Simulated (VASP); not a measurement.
# KF (R-3m) in VASP: notebook

Runs on KF. Level: PBE. Tasks: single point.

Program: VASP 6.6.1. These are calculated values, not measurements. Logs are shortened: lines on timing, memory, paths and dates and some standing lists are left out, and cuts for length are marked.

### Step 1. The cell of the first run

It takes space group R-3m (No. 166, trigonal). Conventional cell: a = 3.958 Å, b = 3.958 Å, c = 8.948 Å, α = 90.00°, β = 90.00°, γ = 120.00°. Within 3.6 Å of K (site symmetry -3m) lie 6 F at 2.73 Å. F (site symmetry -3m) has 6 K at 2.73 Å within 3.6 Å.

### Step 2. Single point, PBE (20.23 Å³/atom)

The input, INCAR:

```
SYSTEM = KF
PREC = Accurate
ENCUT = 520
EDIFF = 1E-6
ISMEAR = 0
SIGMA = 0.05
LREAL = .FALSE.
LASPH = .TRUE.
NELM = 80
ALGO = Normal
ISIF = 2
LWAVE = .FALSE.
LCHARG = .FALSE.
GGA = PE
NBANDS = 15
```

The input, KPOINTS:

```
Automatic mesh
0
G
  8 8 8
  0 0 0
```

The input, POSCAR:

```
KF
1.0
   -0.1436654463      2.6550120787      2.6550120787
    2.6550120787     -0.1436654463      2.6550120787
    2.6550120787      2.6550120787     -0.1436654463
K F
1 1
Direct
    0.0000000000      0.0000000000      0.0000000000
    0.5000000000      0.5000000000      0.5000000000
```

Potentials or basis: VASP PAW PBE potentials, release 64 (K_sv, F).

Launch:

```sh
$ cat potpaw_PBE.64/K_sv/POTCAR potpaw_PBE.64/F/POTCAR > POTCAR
$ mpirun -np 1 vasp_std > vasp.out
```

OUTCAR:

```text
SYSTEM = KF
   PREC = Accurate
   ENCUT = 520
   EDIFF = 1E-6
   ISMEAR = 0
   LREAL = .FALSE.
   LASPH = .TRUE.
   NELM = 80
   ISIF = 2
   GGA = PE

 ion  position               nearest neighbor table
   1  0.000  0.000  0.000-   2 2.73   2 2.73   2 2.73   2 2.73   2 2.73   2 2.73
   2  0.500  0.500  0.500-   1 2.73   1 2.73   1 2.73   1 2.73   1 2.73   1 2.73

  LATTYP: Found a trigonal (rhomboedric) cell.
 ALAT       =     3.7575015684
 COS(alpha) =     0.4452371389

  Lattice vectors:

 A1 = (  -0.1436654463,   2.6550120787,   2.6550120787)
 A2 = (   2.6550120787,  -0.1436654463,   2.6550120787)
 A3 = (   2.6550120787,   2.6550120787,  -0.1436654463)

Analysis of symmetry for initial positions (statically):
=====================================================================
 Subroutine PRICEL returns:
 Original cell was already a primitive cell.

 Routine SETGRP: Setting up the symmetry group for a
 trigonal (rhombohedral) supercell.

 Subroutine GETGRP returns: Found 12 space group operations
 (whereof 12 operations were pure point group operations)
 out of a pool of 12 trial point group operations.

The static configuration has the point symmetry D_3d.

Analysis of symmetry for dynamics (positions and initial velocities):
=====================================================================
 Subroutine PRICEL returns:
 Original cell was already a primitive cell.

 Routine SETGRP: Setting up the symmetry group for a
 trigonal (rhombohedral) supercell.

 Subroutine GETGRP returns: Found 12 space group operations
 (whereof 12 operations were pure point group operations)
 out of a pool of 12 trial point group operations.

The dynamic configuration has the point symmetry D_3d.

 Subroutine INISYM returns: Found 12 space group operations
 (whereof 12 operations are pure point group operations),
 and found     1 'primitive' translations

----------------------------------------------------------------------------------------

                                     Primitive cell

  volume of cell :      40.4660

  direct lattice vectors                    reciprocal lattice vectors
    -0.143665446  2.655012079  2.655012079    -0.173687772  0.183623848  0.183623848
     2.655012079 -0.143665446  2.655012079     0.183623848 -0.173687772  0.183623848
     2.655012079  2.655012079 -0.143665446     0.183623848  0.183623848 -0.173687772

  length of vectors
     3.757501568  3.757501568  3.757501568     0.312414592  0.312414592  0.312414592

  position of ions in fractional coordinates (direct lattice)
     0.000000000  0.000000000  0.000000000
     0.500000000  0.500000000  0.500000000

  ion indices of the primitive-cell ions
   primitive index   ion index
                 1           1
                 2           2

----------------------------------------------------------------------------------------

 KPOINTS: Automatic mesh

Automatic generation of k-mesh.
 Grid dimensions read from file:
 generate k-points for:    8    8    8

 Generating k-lattice:

  Cartesian coordinates                     Fractional coordinates (reciprocal lattice)
    -0.021710971  0.022952981  0.022952981     0.125000000  0.000000000  0.000000000
     0.022952981 -0.021710971  0.022952981     0.000000000  0.125000000  0.000000000
     0.022952981  0.022952981 -0.021710971     0.000000000  0.000000000  0.125000000

  Length of vectors
     0.039051824  0.039051824  0.039051824

  Shift w.r.t. Gamma in fractional coordinates (k-lattice)
     0.000000000  0.000000000  0.000000000

 Subroutine IBZKPT returns following result:
 ===========================================

 Found     65 irreducible k-points:

 Following reciprocal coordinates:
            Coordinates               Weight
  0.000000  0.000000  0.000000      1.000000
  0.125000  0.000000  0.000000      6.000000
  0.250000  0.000000  0.000000      6.000000
  0.375000  0.000000 -0.000000      6.000000
  0.500000  0.000000  0.000000      3.000000
  0.125000  0.125000  0.000000      6.000000
[... 16 lines left out ...]
  0.250000  0.125000  0.125000      6.000000
  0.375000  0.125000  0.125000      6.000000
 [... further k-points ...]
   k-points           NKPTS =     65   k-points in BZ     NKDIM =     65   number of bands    NBANDS=     15
   number of dos      NEDOS =    301   number of ions     NIONS =      2
   total plane-waves  NPLWV =  21952
   dimension x,y,z NGX =    28 NGY =   28 NGZ =   28
   dimension x,y,z NGXF=    56 NGYF=   56 NGZF=   56
   ions per type =               1   1
   NGX,Y,Z   is equivalent  to a cutoff of  12.39, 12.39, 12.39 a.u.
   NGXF,Y,Z  is equivalent  to a cutoff of  24.78, 24.78, 24.78 a.u.
 SYSTEM =  KF
   PREC   = accura    normal or accurate (medium, high low for compatibility)
   ISTART =      0    job   : 0-new  1-cont  2-samecut
   ICHARG =      2    charge: 1-file 2-atom 10-const
   ISPIN  =      1    spin polarized calculation?
   LNONCOLLINEAR =      F non collinear calculations
   LSORBIT =      F    spin-orbit coupling
   LASPH  =      T    aspherical Exc in radial PAW
   ENCUT  =  520.0 eV  38.22 Ry    6.18 a.u.   6.99  6.99  6.99*2*pi/ulx,y,z
   NELM   =     80;   NELMIN=  2; NELMDL= -5     # of ELM steps
   EDIFF  = 0.1E-05   stopping-criterion for ELM
   LREAL  =      F    real-space projection
   EDIFFG = 0.1E-04   stopping-criterion for IOM
   NSW    =      0    number of steps for IOM
   IBRION =     -1    ionic relax: 0-MD 1-quasi-New 2-CG
   NFREE  =      0    steps in history (QN), initial steepest desc. (CG)
   ISIF   =      2    stress and relaxation
   ISYM   =      2    0-nonsym 1-usesym 2-fastsym
   POTIM  = 0.5000    time-step for ionic-motion
   TEBEG  =    0.0;   TEEND  =   0.0 temperature during run
   PSTRESS=    0.0 pullay stress
   NELECT =      16.0000    total number of electrons
   NUPDOWN=      -1.0000    fix difference up-down
   EMIN   =  10.00;   EMAX   =-10.00  energy-range for DOS
   EFERMI =   0.00;   METHOD = LEGACY
   ISMEAR =     0;   SIGMA  =   0.05  broadening in eV -4-tet -1-fermi 0-gaus
   EFERMI_NEDOS =   21; number of points for ismear=-14 and -15
   IALGO  =     38    algorithm
   IMIX   =      4    mixing-type and parameters
     AMIX     =   0.40;   BMIX     =  1.00
     AMIX_MAG =   1.60;   BMIX_MAG =  1.00
  volume/ion in A,a.u.               =      20.23       136.54
  Fermi-wavevector in a.u.,A,eV,Ry     =   1.201576  2.270650 19.643900  1.443786
  Thomas-Fermi vector in A             =   2.337381
   LORBIT       =      0    0 simple, 1 ext, 2 COOP (PROOUT), +10 PAW based schemes
   GGA     = PE    functional components
   LHFCALC =     F    Hartree Fock is set to
   AEXX    =    0.0000 exact exchange contribution
   IVDW    =     0    specifies the selected vdW correction
   LEPSILON=     F    determine dielectric tensor
   LRPA    =     F    only Hartree local field effects (RPA)
 non-spin polarized calculation
 Gauss-broadening in eV      SIGMA  =   0.05
  energy-cutoff  :      520.00
  volume of cell :       40.47
 maximum number of plane-waves:      1106
   NGX = 13   NGY = 13   NGZ = 13

 number of electron      15.9999997 magnetization

 Free energy of the ion-electron system (eV)
  ---------------------------------------------------
  ext. energy  EPLUGINS =         0.00000000
  ---------------------------------------------------
  free energy    TOTEN  =        -8.28596251 eV

  energy without entropy =       -8.28596251  energy(sigma->0) =       -8.28596251

 E-fermi :  -2.5772     XC(G=0):  -8.1453

 val. band max:       -2.8871066982   @ k =   0.0000   0.0000   0.0000
 cond. band min:       2.9047646088   @ k =   0.0000   0.0000   0.0000
 fundamental gap:      5.7918713071
 Fermi energy:        -2.5771870044

 k-point     1 :       0.0000    0.0000    0.0000
  band No.  band energies     occupation
      1     -29.2843      2.00000
      2     -21.5647      2.00000
      3     -12.5749      2.00000
      4     -12.5749      2.00000
      5     -12.5587      2.00000
      6      -2.9584      2.00000
      7      -2.9584      2.00000
      8      -2.8871      2.00000
      9       2.9048      0.00000
     10       7.2723      0.00000
     11       7.2723      0.00000
     12       8.0968      0.00000
     13       9.1906      0.00000
     14       9.1906      0.00000
     15      13.5937      0.00000

 k-point     2 :       0.1250    0.0000    0.0000
  band No.  band energies     occupation
      1     -29.2746      2.00000
      2     -21.5737      2.00000
      3     -12.6066      2.00000
      4     -12.5761      2.00000
      5     -12.5668      2.00000
      6      -3.0791      2.00000
      7      -3.0039      2.00000
      8      -2.9326      2.00000
      9       3.3010      0.00000
     10       7.1415      0.00000
     11       7.4420      0.00000
     12       8.2213      0.00000
     13       9.3135      0.00000
     14       9.3240      0.00000
     15      14.2312      0.00000

 k-point     3 :       0.2500    0.0000    0.0000
  band No.  band energies     occupation
      1     -29.2509      2.00000
      2     -21.5959      2.00000
      3     -12.6905      2.00000
      4     -12.5789      2.00000
      5     -12.5778      2.00000
      6      -3.3489      2.00000
      7      -3.1116      2.00000
      8      -3.0262      2.00000
      9       4.3024      0.00000
     10       6.8920      0.00000
     11       7.8641      0.00000
     12       8.6370      0.00000
     13       9.6943      0.00000
     14       9.7534      0.00000
     15      14.8908      0.00000
[... 343 lines left out ...]
 k-point    23 :       0.2500    0.1250    0.1250
  band No.  band energies     occupation
      1     -29.2558      2.00000
      2     -21.5814      2.00000
      3     -12.6641      2.00000
      4     -12.6199      2.00000
      5     -12.5712      2.00000
      6      -3.2463      2.00000
      7      -3.1106      2.00000
      8      -2.9674      2.00000
      9       3.9774      0.00000
     10       7.0253      0.00000
     11       7.7351      0.00000
     12       8.3344      0.00000
     13       9.4104      0.00000
     14       9.4712      0.00000
     15      15.3208      0.00000

 k-point    24 :       0.3750    0.1250    0.1250
  band No.  band energies     occupation
      1     -29.2324      2.00000
      2     -21.5998      2.00000
      3     -12.7470      2.00000
      4     -12.6517      2.00000
      5     -12.5743      2.00000
      6      -3.4682      2.00000
      7      -3.2121      2.00000
      8      -3.0121      2.00000
      9       5.0085      0.00000
     10       6.7002      0.00000
     11       8.1926      0.00000
     12       8.8275      0.00000
     13       9.7469      0.00000
     14      10.1823      0.00000
     15      14.4089      0.00000

 [... further k-points ...]

------------------------ aborting loop because EDIFF is reached ----------------------------------------

  FORCE on cell =-STRESS in cart. coord.  units (eV):
  Direction    XX          YY          ZZ          XY          YZ          ZX
  --------------------------------------------------------------------------------------
  -------------------------------------------------------------------------------------
  Total       -0.1347525     -0.1347525     -0.1347525      0.1555393      0.1555393      0.1555393
  in kB       -5.3352784     -5.3352784     -5.3352784      6.1582928      6.1582928      6.1582928
  external PRESSURE =      -5.3352784 kB  Pullay stress =       0.0000000 kB

 VOLUME and BASIS-vectors are now :
 -----------------------------------------------------------------------------
  energy-cutoff  :      520.00
  volume of cell :       40.47
      direct lattice vectors                 reciprocal lattice vectors
    -0.143665446  2.655012079  2.655012079    -0.173687772  0.183623848  0.183623848
     2.655012079 -0.143665446  2.655012079     0.183623848 -0.173687772  0.183623848
     2.655012079  2.655012079 -0.143665446     0.183623848  0.183623848 -0.173687772

 POSITION                                       TOTAL-FORCE (eV/Angst)
 -----------------------------------------------------------------------------------
      0.00000      0.00000      0.00000        -0.000000      0.000000     -0.000000
      2.58318      2.58318      2.58318         0.000000     -0.000000      0.000000
 -----------------------------------------------------------------------------------
    total drift:                                0.000000      0.000000      0.000000

  FREE ENERGIE OF THE ION-ELECTRON SYSTEM (eV)
  ---------------------------------------------------
  free  energy   TOTEN  =        -8.2859625102 eV

  energy  without entropy=       -8.2859625102  energy(sigma->0) =       -8.28596251
```

Run time: 31 s. Hardware: 1 thread of Intel Xeon Platinum 8259CL at 2.50GHz (Skylake/Cascade Lake), shared host; peak memory 0.17 GiB.

What came out:

```yaml
Free_energy: -8.2860 eV
Pressure: -0.5 GPa
Band_gap_on_the_k_mesh: 5.79 eV
```

Stress tensor (GPa, compression positive):
```
-0.53  0.62  0.62
 0.62 -0.53  0.62
 0.62  0.62 -0.53
```

Levels at points of the mesh, in eV from the valence-band top:
| k point | band 6 | band 7 | band 8 | band 9 | band 10 | band 11 |
| --- | --- | --- | --- | --- | --- | --- |
| (0.00, 0.00, 0.00) | -0.07 | -0.07 | 0.00 | 5.79 | 10.16 | 10.16 |
| (0.50, 0.00, 0.00) | -0.79 | -0.37 | -0.26 | 8.67 | 10.04 | 11.33 |
| (0.50, 0.50, 0.00) | -0.30 | -0.15 | -0.09 | 8.07 | 9.87 | 11.30 |
| (0.50, 0.50, 0.50) | -0.77 | -0.43 | -0.43 | 8.92 | 10.35 | 11.78 |

A k mesh can miss the band edges. A hybrid or GW would open this gap; PBE tends to underestimate it.

(Part 1 of 2 ends here.)
